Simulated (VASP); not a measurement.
# Ti in VASP: single point with PBE

Aim: the single point of Ti with PBE.

All numbers are computed with VASP 6.6.1; they aren't measurements. Logs are shortened: lines on timing, memory, paths and dates and some standing lists are left out, and cuts for length are marked.

**1. The cell of the first run**

The cell holds a slab with vacuum, 8 atoms: a = 2.832 Å, b = 4.580 Å, c = 24.254 Å, α = 90.00°, β = 90.00°, γ = 90.00°.

**2. Single point, PBE**

INCAR

```
SYSTEM = Ti
PREC     = Accurate       ! precision mode
ENCUT    = 520            ! plane-wave cutoff, eV
EDIFF    = 1E-6           ! SCF threshold, eV
ISMEAR   = 0              ! smearing method
SIGMA    = 0.1            ! smearing width, eV
LREAL    = .False.        ! projectors in reciprocal space
LASPH    = .True.         ! aspherical terms in the spheres
NELM     = 80             ! most SCF steps
ALGO     = Normal         ! electronic algorithm
ISIF     = 2              ! what is computed and relaxed
LWAVE    = .False.        ! write WAVECAR
LCHARG   = .False.        ! write CHGCAR
LDIPOL   = .True.       
IDIPOL   = 3            
DIPOL    = 0.5 0.5 0.500
GGA      = PE             ! functional
NBANDS   = 58             ! bands
```

KPOINTS

```
Automatic mesh
0
Gamma
  12 8 1
  0 0 0
```

POSCAR

```
Ti
1.0
    2.8321726458      0.0000000000      0.0000000000
    0.0000000000      4.5795363026      0.0000000000
    0.0000000000      0.0000000000     24.2539878097
Ti
8
Direct
    0.5000000000      0.0000000000      0.3125107403
    0.0000000000      0.5000000000      0.3647112334
    0.5000000000      0.0000000000      0.4182470906
    0.5000000000      0.5000000000      0.4733723801
    0.0000000000      0.0000000000      0.5265493869
    0.5000000000      0.5000000000      0.5834680800
    0.5000000000      0.0000000000      0.6383887229
    0.0000000000      0.5000000000      0.6827523658
```

Potentials or basis: VASP PAW PBE potentials, release 64 (Ti_sv).

Command:

```
$ cat potpaw_PBE.64/Ti_sv/POTCAR > POTCAR
$ mpirun -np 1 vasp_std > vasp.out
```

OUTCAR:

```text
SYSTEM = Ti
   PREC = Accurate
   ENCUT = 520
   EDIFF = 1E-6
   ISMEAR = 0
   LREAL = .False.
   LASPH = .True.
   NELM = 80
   ISIF = 2
   GGA = PE

 ion  position               nearest neighbor table
   1  0.500  0.000  0.313-   3 2.56
   2  0.000  0.500  0.365-
   3  0.500  0.000  0.418-   1 2.56   4 2.65   4 2.65
   4  0.500  0.500  0.473-   3 2.65   3 2.65   6 2.67
   5  0.000  0.000  0.527-
   6  0.500  0.500  0.583-   7 2.65   7 2.65   4 2.67   8 2.79   8 2.79
   7  0.500  0.000  0.638-   6 2.65   6 2.65   8 2.90   8 2.90   8 2.90   8 2.90
   8  0.000  0.500  0.683-   6 2.79   6 2.79   7 2.90   7 2.90   7 2.90   7 2.90

  LATTYP: Found a simple orthorhombic cell.
 ALAT       =     2.8321726458
 B/A-ratio  =     1.6169693290
 C/A-ratio  =     8.5637391653

  Lattice vectors:

 A1 = (   2.8321726458,   0.0000000000,   0.0000000000)
 A2 = (   0.0000000000,   4.5795363026,   0.0000000000)
 A3 = (   0.0000000000,   0.0000000000,  24.2539878097)

Analysis of symmetry for initial positions (statically):
=====================================================================
 Subroutine PRICEL returns:
 Original cell was already a primitive cell.

 Routine SETGRP: Setting up the symmetry group for a
 simple orthorhombic supercell.

 Subroutine GETGRP returns: Found  4 space group operations
 (whereof  4 operations were pure point group operations)
 out of a pool of  8 trial point group operations.

The static configuration has the point symmetry C_2v.

Analysis of symmetry for dynamics (positions and initial velocities):
=====================================================================
 Subroutine PRICEL returns:
 Original cell was already a primitive cell.

 Routine SETGRP: Setting up the symmetry group for a
 simple orthorhombic supercell.

 Subroutine GETGRP returns: Found  4 space group operations
 (whereof  4 operations were pure point group operations)
 out of a pool of  8 trial point group operations.

The dynamic configuration has the point symmetry C_2v.

 Subroutine INISYM returns: Found  4 space group operations
 (whereof  4 operations are pure point group operations),
 and found     1 'primitive' translations

----------------------------------------------------------------------------------------

                                     Primitive cell

  volume of cell :     314.5751

  direct lattice vectors                    reciprocal lattice vectors
     2.832172646  0.000000000  0.000000000     0.353085820  0.000000000  0.000000000
     0.000000000  4.579536303  0.000000000     0.000000000  0.218362719  0.000000000
     0.000000000  0.000000000 24.253987810     0.000000000  0.000000000  0.041230333

  length of vectors
     2.832172646  4.579536303 24.253987810     0.353085820  0.218362719  0.041230333

  position of ions in fractional coordinates (direct lattice)
     0.500000000  0.000000000  0.312510740
     0.000000000  0.500000000  0.364711233
     0.500000000  0.000000000  0.418247091
     0.500000000  0.500000000  0.473372380
     0.000000000  0.000000000  0.526549387
     0.500000000  0.500000000  0.583468080
     0.500000000  0.000000000  0.638388723
     0.000000000  0.500000000  0.682752366

  ion indices of the primitive-cell ions
   primitive index   ion index
                 1           1
                 2           2
                 3           3
                 4           4
                 5           5
                 6           6
                 7           7
                 8           8

----------------------------------------------------------------------------------------

 KPOINTS: Automatic mesh

Automatic generation of k-mesh.
 Grid dimensions read from file:
 generate k-points for:   12    8    1

 Generating k-lattice:

  Cartesian coordinates                     Fractional coordinates (reciprocal lattice)
     0.029423818  0.000000000  0.000000000     0.083333333  0.000000000  0.000000000
     0.000000000  0.027295340  0.000000000     0.000000000  0.125000000  0.000000000
     0.000000000  0.000000000  0.041230333     0.000000000  0.000000000  1.000000000

  Length of vectors
     0.029423818  0.027295340  0.041230333

  Shift w.r.t. Gamma in fractional coordinates (k-lattice)
     0.000000000  0.000000000  0.000000000

 Subroutine IBZKPT returns following result:
 ===========================================

 Found     35 irreducible k-points:

 Following reciprocal coordinates:
            Coordinates               Weight
  0.000000  0.000000  0.000000      1.000000
  0.083333  0.000000  0.000000      2.000000
  0.166667  0.000000  0.000000      2.000000
  0.250000  0.000000  0.000000      2.000000
  0.333333  0.000000  0.000000      2.000000
  0.416667  0.000000  0.000000      2.000000
[... 16 lines left out ...]
  0.083333  0.375000  0.000000      4.000000
  0.166667  0.375000  0.000000      4.000000
 [... further k-points ...]
   k-points           NKPTS =     35   k-points in BZ     NKDIM =     35   number of bands    NBANDS=     58
   number of dos      NEDOS =    301   number of ions     NIONS =      8
   total plane-waves  NPLWV = 155520
   dimension x,y,z NGX =    24 NGY =   36 NGZ =  180
   dimension x,y,z NGXF=    48 NGYF=   72 NGZF=  360
   ions per type =               8
   NGX,Y,Z   is equivalent  to a cutoff of  14.09, 13.07, 12.34 a.u.
   NGXF,Y,Z  is equivalent  to a cutoff of  28.18, 26.14, 24.68 a.u.
 SYSTEM =  Ti
   PREC   = accura    normal or accurate (medium, high low for compatibility)
   ISTART =      0    job   : 0-new  1-cont  2-samecut
   ICHARG =      2    charge: 1-file 2-atom 10-const
   ISPIN  =      1    spin polarized calculation?
   LNONCOLLINEAR =      F non collinear calculations
   LSORBIT =      F    spin-orbit coupling
   LASPH  =      T    aspherical Exc in radial PAW
   ENCUT  =  520.0 eV  38.22 Ry    6.18 a.u.   5.27  8.51 45.10*2*pi/ulx,y,z
   NELM   =     80;   NELMIN=  2; NELMDL= -5     # of ELM steps
   EDIFF  = 0.1E-05   stopping-criterion for ELM
   LREAL  =      F    real-space projection
   EDIFFG = 0.1E-04   stopping-criterion for IOM
   NSW    =      0    number of steps for IOM
   IBRION =     -1    ionic relax: 0-MD 1-quasi-New 2-CG
   NFREE  =      0    steps in history (QN), initial steepest desc. (CG)
   ISIF   =      2    stress and relaxation
   ISYM   =      2    0-nonsym 1-usesym 2-fastsym
   POTIM  = 0.5000    time-step for ionic-motion
   TEBEG  =    0.0;   TEEND  =   0.0 temperature during run
   PSTRESS=    0.0 pullay stress
   NELECT =      96.0000    total number of electrons
   NUPDOWN=      -1.0000    fix difference up-down
   EMIN   =  10.00;   EMAX   =-10.00  energy-range for DOS
   EFERMI =   0.00;   METHOD = LEGACY
   ISMEAR =     0;   SIGMA  =   0.10  broadening in eV -4-tet -1-fermi 0-gaus
   EFERMI_NEDOS =   21; number of points for ismear=-14 and -15
   IALGO  =     38    algorithm
   IMIX   =      4    mixing-type and parameters
     AMIX     =   0.40;   BMIX     =  1.00
     AMIX_MAG =   1.60;   BMIX_MAG =  1.00
  volume/ion in A,a.u.               =      39.32       265.36
  Fermi-wavevector in a.u.,A,eV,Ry     =   1.102192  2.082840 16.528717  1.214826
  Thomas-Fermi vector in A             =   2.238631
   LORBIT       =      0    0 simple, 1 ext, 2 COOP (PROOUT), +10 PAW based schemes
   GGA     = PE    functional components
   LHFCALC =     F    Hartree Fock is set to
   AEXX    =    0.0000 exact exchange contribution
   IVDW    =     0    specifies the selected vdW correction
   LEPSILON=     F    determine dielectric tensor
   LRPA    =     F    only Hartree local field effects (RPA)
 non-spin polarized calculation
 Gauss-broadening in eV      SIGMA  =   0.10
  energy-cutoff  :      520.00
  volume of cell :      314.58
 maximum number of plane-waves:      8518
 NGX is ok and might be reduce to    24
   NGX = 11   NGY = 17   NGZ = 91

 dipolmoment           0.000000      0.000000     -0.566200 electrons x Angstroem

 number of electron      96.0000006 magnetization

 dipolmoment           0.000000      0.000000      0.018620 electrons x Angstroem

 Free energy of the ion-electron system (eV)
  ---------------------------------------------------
  ext. energy  EPLUGINS =         0.00000000
  ---------------------------------------------------
  free energy    TOTEN  =       -59.28087282 eV

  energy without entropy =      -59.22047292  energy(sigma->0) =      -59.25067287

 E-fermi :   1.7620     XC(G=0):  -5.9384

 val. band max:        1.7617957368   @ k =   0.0833   0.2500   0.0000
 cond. band min:       1.7622791125   @ k =   0.0833   0.3750   0.0000
 fundamental gap:      0.0004833758
 Fermi energy:         1.7620435635

 k-point     1 :       0.0000    0.0000    0.0000
  band No.  band energies     occupation
      1     -55.2677      2.00000
      2     -55.1722      2.00000
      3     -55.1391      2.00000
      4     -55.0568      2.00000
      5     -54.9259      2.00000
      6     -54.8326      2.00000
[... 50 lines left out ...]
     57       2.8077      0.00000
     58       2.9074      0.00000

 k-point     2 :       0.0833    0.0000    0.0000
  band No.  band energies     occupation
      1     -55.2636      2.00000
      2     -55.1680      2.00000
      3     -55.1352      2.00000
      4     -55.0537      2.00000
      5     -54.9228      2.00000
      6     -54.8293      2.00000
[... 50 lines left out ...]
     57       2.7131      0.00000
     58       2.8925      0.00000

 k-point     3 :       0.1667    0.0000    0.0000
  band No.  band energies     occupation
      1     -55.2523      2.00000
      2     -55.1563      2.00000
      3     -55.1244      2.00000
      4     -55.0451      2.00000
      5     -54.9145      2.00000
      6     -54.8204      2.00000
[... 1216 lines left out ...]
      3     -55.1309      2.00000
      4     -55.0599      2.00000
      5     -54.9099      2.00000
      6     -54.8167      2.00000
[... 50 lines left out ...]
     57       2.7103      0.00000
     58       2.7868      0.00000

 k-point    24 :       0.1667    0.3750    0.0000
  band No.  band energies     occupation
      1     -55.2485      2.00000
      2     -55.1494      2.00000
      3     -55.1209      2.00000
      4     -55.0503      2.00000
      5     -54.9003      2.00000
      6     -54.8070      2.00000
[... 50 lines left out ...]
     57       2.4902      0.00000
     58       2.5812      0.00000

 [... further k-points ...]

------------------------ aborting loop because EDIFF is reached ----------------------------------------

 vacuum level on the upper side and lower side of the slab       (xc-potential included)        -0.142        -0.388

  FORCE on cell =-STRESS in cart. coord.  units (eV):
  Direction    XX          YY          ZZ          XY          YZ          ZX
  --------------------------------------------------------------------------------------
  -------------------------------------------------------------------------------------
  Total       -2.4158549     -3.6085698     -0.2160015      0.0000000      0.0000000      0.0000000
  in kB      -12.3043036    -18.3789757     -1.1001274      0.0000000      0.0000000      0.0000000
  external PRESSURE =     -10.5944689 kB  Pullay stress =       0.0000000 kB

 VOLUME and BASIS-vectors are now :
 -----------------------------------------------------------------------------
  energy-cutoff  :      520.00
  volume of cell :      314.58
      direct lattice vectors                 reciprocal lattice vectors
     2.832172646  0.000000000  0.000000000     0.353085820  0.000000000  0.000000000
     0.000000000  4.579536303  0.000000000     0.000000000  0.218362719  0.000000000
     0.000000000  0.000000000 24.253987810     0.000000000  0.000000000  0.041230333

 POSITION                                       TOTAL-FORCE (eV/Angst)
 -----------------------------------------------------------------------------------
      1.41609      0.00000      7.57963         0.000000      0.000000      0.008094
      0.00000      2.28977      8.84570         0.000000      0.000000      0.010094
      1.41609      0.00000     10.14416         0.000000      0.000000     -0.006886
      1.41609      2.28977     11.48117         0.000000      0.000000      0.006131
      0.00000      0.00000     12.77092         0.000000      0.000000     -0.000717
      1.41609      2.28977     14.15143         0.000000      0.000000      0.007606
      1.41609      0.00000     15.48347         0.000000      0.000000      0.002105
      0.00000      2.28977     16.55947         0.000000      0.000000     -0.026427
 -----------------------------------------------------------------------------------
    total drift:                                0.000000     -0.000000      0.001531

  FREE ENERGIE OF THE ION-ELECTRON SYSTEM (eV)
  ---------------------------------------------------
  free  energy   TOTEN  =       -59.2808728170 eV

  energy  without entropy=      -59.2204729163  energy(sigma->0) =      -59.25067287

 vacuum level on the upper side and lower side of the slab         5.209         4.964
```

Wall time 37 min (1 thread of Intel Xeon Platinum 8259CL at 2.50GHz (Skylake/Cascade Lake), shared host); peak memory 0.65 GiB.

What came out:

```yaml
Free_energy: -59.2809 eV
Largest_force: 0.026 eV/Å
Band_gap_on_the_k_mesh: zero (bands 48 and 49 overlap by 0.10 eV)
```

Forces on the atoms (eV/Å):
```
Ti   0.000  0.000  0.008
Ti   0.000  0.000  0.010
Ti   0.000  0.000 -0.007
Ti   0.000  0.000  0.006
Ti   0.000  0.000 -0.001
Ti   0.000  0.000  0.008
Ti   0.000  0.000  0.002
Ti   0.000  0.000 -0.026
```
